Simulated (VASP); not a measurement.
# Si2NF2 (P6/mmm) in VASP: single point with PBE

Aim: the single point of Si2NF2 with PBE.

Program: VASP 6.6.1. These are calculated values, not measurements. Logs are shortened: lines on timing, memory, paths and dates and some standing lists are left out, and cuts for length are marked.

## Step 1: The cell of the first run

Symmetry: P6/mmm, No. 191, hexagonal system. Conventional cell: a = 3.475 Å, b = 3.475 Å, c = 5.951 Å, α = 90.00°, β = 90.00°, γ = 120.00°. Si (site symmetry -6m2) has 3 Si at 2.01 Å and 6 F at 2.16 Å within 2.7 Å. Within 2.9 Å of N (site symmetry 6/mmm) lie 2 F at 2.19 Å. F (site symmetry 6mm) has 1 F at 1.58 Å within 2.1 Å.

## Step 2: Single point, PBE, collinear spin, ferromagnetic start

INCAR

```
SYSTEM = Si2NF2
PREC     = Accurate       ! precision mode
ENCUT    = 520            ! plane-wave cutoff, eV
EDIFF    = 1E-6           ! SCF threshold, eV
ISMEAR   = 0              ! smearing method
SIGMA    = 0.1            ! smearing width, eV
LREAL    = .False.        ! projectors in reciprocal space
LASPH    = .True.         ! aspherical terms in the spheres
NELM     = 150            ! most SCF steps
ALGO     = Normal         ! electronic algorithm
ISIF     = 2              ! what is computed and relaxed
LWAVE    = .False.        ! write WAVECAR
LCHARG   = .False.        ! write CHGCAR
ISPIN    = 2              ! spin polarisation
MAGMOM   = 0 0 1 1 1      ! initial moments
LORBIT   = 11             ! projections on sites
GGA      = PE             ! functional
NBANDS   = 26             ! bands
```

KPOINTS

```
regular mesh
0
Gamma
  6 6 4
  0 0 0
```

POSCAR

```
Si2NF2
1.0
    3.4747150200      0.0000000000      0.0000000000
   -1.7373575100      3.0091914700      0.0000000000
    0.0000000000      0.0000000000      5.9508334800
Si N F
2 1 2
Direct
    0.3333333300      0.6666666700      0.0000000000
    0.6666666700      0.3333333300      0.0000000000
    0.0000000000      0.0000000000      0.5000000000
    0.0000000000      0.0000000000      0.1326089400
    0.0000000000      0.0000000000      0.8673910600
```

Potentials or basis: VASP PAW PBE potentials, release 64 (Si, N, F).

The run is started by

```console
$ cat potpaw_PBE.64/Si/POTCAR potpaw_PBE.64/N/POTCAR potpaw_PBE.64/F/POTCAR > POTCAR
$ mpirun -np 1 vasp_std > vasp.out
```

OUTCAR:

```text
SYSTEM = Si2NF2
   PREC = Accurate
   ENCUT = 520
   EDIFF = 1E-6
   ISMEAR = 0
   LREAL = .False.
   LASPH = .True.
   NELM = 150
   ISIF = 2
   ISPIN = 2
   LORBIT = 11
   GGA = PE

 ion  position               nearest neighbor table
   1  0.333  0.667  0.000-   2 2.01   2 2.01   2 2.01   5 2.16   4 2.16   5 2.16   4 2.16   5 2.16
                             4 2.16
   2  0.667  0.333  0.000-   1 2.01   1 2.01   1 2.01   5 2.16   4 2.16   4 2.16   5 2.16   4 2.16
                             5 2.16
   3  0.000  0.000  0.500-
   4  0.000  0.000  0.133-   5 1.58   2 2.16   1 2.16   1 2.16   2 2.16   2 2.16   1 2.16
   5  0.000  0.000  0.867-   4 1.58   2 2.16   1 2.16   1 2.16   2 2.16   2 2.16   1 2.16

  LATTYP: Found a hexagonal cell.
 ALAT       =     3.4747150200
 C/A-ratio  =     1.7126105150

  Lattice vectors:

 A1 = (   3.4747150200,   0.0000000000,   0.0000000000)
 A2 = (  -1.7373575100,   3.0091914700,   0.0000000000)
 A3 = (   0.0000000000,   0.0000000000,   5.9508334800)

Analysis of symmetry for initial positions (statically):
=====================================================================
 Subroutine PRICEL returns:
 Original cell was already a primitive cell.

 Routine SETGRP: Setting up the symmetry group for a
 hexagonal supercell.

 Subroutine GETGRP returns: Found 24 space group operations
 (whereof 24 operations were pure point group operations)
 out of a pool of 24 trial point group operations.

The static configuration has the point symmetry D_6h.

Analysis of symmetry for dynamics (positions and initial velocities):
=====================================================================
 Subroutine PRICEL returns:
 Original cell was already a primitive cell.

 Routine SETGRP: Setting up the symmetry group for a
 hexagonal supercell.

 Subroutine GETGRP returns: Found 24 space group operations
 (whereof 24 operations were pure point group operations)
 out of a pool of 24 trial point group operations.

The dynamic configuration has the point symmetry D_6h.

Analysis of structural, dynamic, and magnetic symmetry:
=====================================================================
 Subroutine PRICEL returns:
 Original cell was already a primitive cell.

 Routine SETGRP: Setting up the symmetry group for a
 hexagonal supercell.

 Subroutine GETGRP returns: Found 24 space group operations
 (whereof 24 operations were pure point group operations)
 out of a pool of 24 trial point group operations.

The overall configuration has the point symmetry D_6h.

 Subroutine INISYM returns: Found 24 space group operations
 (whereof 24 operations are pure point group operations),
 and found     1 'primitive' translations

----------------------------------------------------------------------------------------

                                     Primitive cell

  volume of cell :      62.2224

  direct lattice vectors                    reciprocal lattice vectors
     3.474715020  0.000000000  0.000000000     0.287793386  0.166157589  0.000000000
    -1.737357510  3.009191470  0.000000000     0.000000000  0.332315178  0.000000000
     0.000000000  0.000000000  5.950833480     0.000000000  0.000000000  0.168043687

  length of vectors
     3.474715020  3.474715013  5.950833480     0.332315178  0.332315178  0.168043687

  position of ions in fractional coordinates (direct lattice)
     0.333333330  0.666666670  0.000000000
     0.666666670  0.333333330  0.000000000
     0.000000000  0.000000000  0.500000000
     0.000000000  0.000000000  0.132608940
     0.000000000  0.000000000  0.867391060

  ion indices of the primitive-cell ions
   primitive index   ion index
                 1           1
                 2           2
                 3           3
                 4           4
                 5           5

----------------------------------------------------------------------------------------

 KPOINTS: regular mesh

Automatic generation of k-mesh.
 Grid dimensions read from file:
 generate k-points for:    6    6    4

 Generating k-lattice:

  Cartesian coordinates                     Fractional coordinates (reciprocal lattice)
     0.047965564  0.027692932  0.000000000     0.166666667  0.000000000  0.000000000
     0.000000000  0.055385863  0.000000000     0.000000000  0.166666667  0.000000000
     0.000000000  0.000000000  0.042010922     0.000000000  0.000000000  0.250000000

  Length of vectors
     0.055385863  0.055385863  0.042010922

  Shift w.r.t. Gamma in fractional coordinates (k-lattice)
     0.000000000  0.000000000  0.000000000

 Subroutine IBZKPT returns following result:
 ===========================================

 Found     21 irreducible k-points:

 Following reciprocal coordinates:
            Coordinates               Weight
  0.000000  0.000000  0.000000      1.000000
  0.166667  0.000000  0.000000      6.000000
  0.333333  0.000000  0.000000      6.000000
  0.500000  0.000000  0.000000      3.000000
  0.166667  0.166667  0.000000      6.000000
  0.333333  0.166667  0.000000     12.000000
[... 13 lines left out ...]
  0.333333  0.166667  0.500000     12.000000
  0.333333  0.333333  0.500000      2.000000
   k-points           NKPTS =     21   k-points in BZ     NKDIM =     21   number of bands    NBANDS=     26
   number of dos      NEDOS =    301   number of ions     NIONS =      5
   total plane-waves  NPLWV =  37632
   dimension x,y,z NGX =    28 NGY =   28 NGZ =   48
   dimension x,y,z NGXF=    56 NGYF=   56 NGZF=   96
   ions per type =               2   1   2
   NGX,Y,Z   is equivalent  to a cutoff of  13.40, 13.40, 13.41 a.u.
   NGXF,Y,Z  is equivalent  to a cutoff of  26.79, 26.79, 26.82 a.u.
 SYSTEM =  Si2NF2
   PREC   = accura    normal or accurate (medium, high low for compatibility)
   ISTART =      0    job   : 0-new  1-cont  2-samecut
   ICHARG =      2    charge: 1-file 2-atom 10-const
   ISPIN  =      2    spin polarized calculation?
   LNONCOLLINEAR =      F non collinear calculations
   LSORBIT =      F    spin-orbit coupling
   LASPH  =      T    aspherical Exc in radial PAW
   ENCUT  =  520.0 eV  38.22 Ry    6.18 a.u.   6.46  6.46 11.06*2*pi/ulx,y,z
   NELM   =    150;   NELMIN=  2; NELMDL= -5     # of ELM steps
   EDIFF  = 0.1E-05   stopping-criterion for ELM
   LREAL  =      F    real-space projection
   EDIFFG = 0.1E-04   stopping-criterion for IOM
   NSW    =      0    number of steps for IOM
   IBRION =     -1    ionic relax: 0-MD 1-quasi-New 2-CG
   NFREE  =      0    steps in history (QN), initial steepest desc. (CG)
   ISIF   =      2    stress and relaxation
   ISYM   =      2    0-nonsym 1-usesym 2-fastsym
   POTIM  = 0.5000    time-step for ionic-motion
   TEBEG  =    0.0;   TEEND  =   0.0 temperature during run
   PSTRESS=    0.0 pullay stress
   NELECT =      27.0000    total number of electrons
   NUPDOWN=      -1.0000    fix difference up-down
   EMIN   =  10.00;   EMAX   =-10.00  energy-range for DOS
   EFERMI =   0.00;   METHOD = LEGACY
   ISMEAR =     0;   SIGMA  =   0.10  broadening in eV -4-tet -1-fermi 0-gaus
   EFERMI_NEDOS =   21; number of points for ismear=-14 and -15
   IALGO  =     38    algorithm
   IMIX   =      4    mixing-type and parameters
     AMIX     =   0.40;   BMIX     =  1.00
     AMIX_MAG =   1.60;   BMIX_MAG =  1.00
  volume/ion in A,a.u.               =      12.44        83.98
  Fermi-wavevector in a.u.,A,eV,Ry     =   1.239407  2.342139 20.900301  1.536129
  Thomas-Fermi vector in A             =   2.373891
   LORBIT       =     11    0 simple, 1 ext, 2 COOP (PROOUT), +10 PAW based schemes
   GGA     = PE    functional components
   LHFCALC =     F    Hartree Fock is set to
   AEXX    =    0.0000 exact exchange contribution
   IVDW    =     0    specifies the selected vdW correction
   LEPSILON=     F    determine dielectric tensor
   LRPA    =     F    only Hartree local field effects (RPA)
 spin polarized calculation
 Gauss-broadening in eV      SIGMA  =   0.10
  energy-cutoff  :      520.00
  volume of cell :       62.22
 maximum number of plane-waves:      1694
 NGX is ok and might be reduce to    28
   NGX = 13   NGY = 13   NGZ = 23

 number of electron      27.0000015 magnetization       2.0664107

 Free energy of the ion-electron system (eV)
  ---------------------------------------------------
  ext. energy  EPLUGINS =         0.00000000
  ---------------------------------------------------
  free energy    TOTEN  =       -10.31564295 eV

  energy without entropy =      -10.29025251  energy(sigma->0) =      -10.30294773

 E-fermi :   4.9482     XC(G=0):  -9.6826

 val. band max:        4.9346973610   @ k =   0.1667   0.1667   0.0000
 cond. band min:       4.9706125211   @ k =   0.3333   0.1667   0.2500
 fundamental gap:      0.0359151601
 Fermi energy:         4.9481838317

 spin component 1

 k-point     1 :       0.0000    0.0000    0.0000
  band No.  band energies     occupation
      1     -23.3235      1.00000
      2     -18.9664      1.00000
      3      -9.4066      1.00000
      4      -5.4164      1.00000
      5      -4.5737      1.00000
      6      -4.5737      1.00000
[... 577 lines left out ...]
     24      16.4655      0.00000
     25      16.4655      0.00000
 Fermi energy:         4.9481838317

 spin component 2

 k-point     1 :       0.0000    0.0000    0.0000
  band No.  band energies     occupation
      1     -23.3783      1.00000
      2     -19.0178      1.00000
      3      -6.4612      1.00000
      4      -5.3877      1.00000
      5      -4.6370      1.00000
      6      -4.6370      1.00000
[... 577 lines left out ...]
     24      17.8174      0.00000
     25      17.8174      0.00000
 [bands above 25 left out]

------------------------ aborting loop because EDIFF is reached ----------------------------------------

  FORCE on cell =-STRESS in cart. coord.  units (eV):
  Direction    XX          YY          ZZ          XY          YZ          ZX
  --------------------------------------------------------------------------------------
  -------------------------------------------------------------------------------------
  Total       34.5677623     34.5677621     29.4069738      0.0000000      0.0000000      0.0000000
  in kB      890.0922875    890.0922826    757.2061040      0.0000000      0.0000000      0.0000000
  external PRESSURE =     845.7968914 kB  Pullay stress =       0.0000000 kB

 VOLUME and BASIS-vectors are now :
 -----------------------------------------------------------------------------
  energy-cutoff  :      520.00
  volume of cell :       62.22
      direct lattice vectors                 reciprocal lattice vectors
     3.474715020  0.000000000  0.000000000     0.287793386  0.166157589  0.000000000
    -1.737357510  3.009191470  0.000000000     0.000000000  0.332315178  0.000000000
     0.000000000  0.000000000  5.950833480     0.000000000  0.000000000  0.168043687

 POSITION                                       TOTAL-FORCE (eV/Angst)
 -----------------------------------------------------------------------------------
     -0.00000      2.00613      0.00000         0.000000     -0.000000      0.000000
      1.73736      1.00306      0.00000        -0.000000     -0.000000      0.000000
      0.00000      0.00000      2.97542         0.000000     -0.000000      0.000000
      0.00000      0.00000      0.78913        -0.000000     -0.000000     16.100282
      0.00000      0.00000      5.16170         0.000000      0.000000    -16.100282
 -----------------------------------------------------------------------------------
    total drift:                               -0.000000     -0.000000     -0.000000

  FREE ENERGIE OF THE ION-ELECTRON SYSTEM (eV)
  ---------------------------------------------------
  free  energy   TOTEN  =       -10.3156429487 eV

  energy  without entropy=      -10.2902525063  energy(sigma->0) =      -10.30294773

 total charge

# of ion       s       p       d       tot
------------------------------------------
    1        0.940   1.034   0.000   1.974
    2        0.940   1.034   0.000   1.974
    3        1.375   1.934   0.000   3.308
    4        1.798   4.344   0.000   6.142
    5        1.798   4.344   0.000   6.142
--------------------------------------------------
tot          6.851  12.690   0.000  19.541

 magnetization (x)

# of ion       s       p       d       tot
------------------------------------------
    1       -0.002  -0.080   0.000  -0.082
    2       -0.002  -0.080   0.000  -0.082
    3        0.033   1.606   0.000   1.639
    4       -0.001  -0.026   0.000  -0.027
    5       -0.001  -0.026   0.000  -0.027
--------------------------------------------------
tot          0.027   1.392   0.000   1.419
```

Run time: 46 s. Hardware: 1 thread of Intel Xeon 6975P-C (Granite Rapids), shared host; peak memory 0.24 GiB.

What came out:

| Item | Value |
| --- | --- |
| Free energy | -10.3156 eV |
| Pressure | 84.6 GPa |
| Largest force | 16.100 eV/Å |
| Net moment | 2.07 μB per cell |
| Site moments | Si -0.08; N +1.64; F -0.03 μB |
| Valence electrons inside the program's atomic spheres | Si 1.97; N 3.31; F 6.14 |

Forces in eV/Å, atoms in the order of the input:
```
Si    0.000   0.000   0.000
Si    0.000   0.000   0.000
N     0.000   0.000   0.000
F     0.000   0.000  16.100
F     0.000   0.000 -16.100
```

Caveat: forces of over 1 eV/Å act on the atoms, so gaps and moduli don't describe the material at rest.
